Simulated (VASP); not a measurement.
Runs of VASP 6.6.1 on Os. The structure is that of space group P6_3/mmc (No. 194), or close to it. The cells are those of the table. 

```tsv
task	cell	cutoff (eV)	gap on the mesh (eV)	pressure (GPa)	relaxed volume (Å³/atom)
relaxation of cell and atoms	relaxed from a = 2.716, b = 2.716, c = 4.287 Å, angles 90.0, 90.0, 120.0°, 2 atoms	600	none	0.0	13.74
single point	a = 2.716, b = 2.716, c = 4.287 Å, angles 90.0, 90.0, 120.0°, 2 atoms	520	none	1.0	-
single point	a = 2.726, b = 2.726, c = 4.301 Å, angles 90.0, 90.0, 120.0°, 2 atoms	520	none	(a)	-
relaxation of cell and atoms	relaxed from a = 2.700, b = 2.700, c = 4.409 Å, angles 90.0, 90.0, 120.0°, 2 atoms	600	none	0.0	13.74
```

Alike in all rows: level LDA; potentials or basis VASP PAW LDA potentials, release 64 (Os); no spin polarisation; k mesh 20 × 20 × 11; smearing fermi-dirac 0.05 eV.

Task: Estimate the missing entries.

Result: (a) -3.5.

Caveats: spin-orbit coupling is left out, which moves the levels of the heavy elements; the cell stands under tension (at least some runs).

A k mesh can miss the band edges, and the runs leave out spin-orbit coupling on Os.

A gap of «none» marks levels without a gap at the run's occupations.
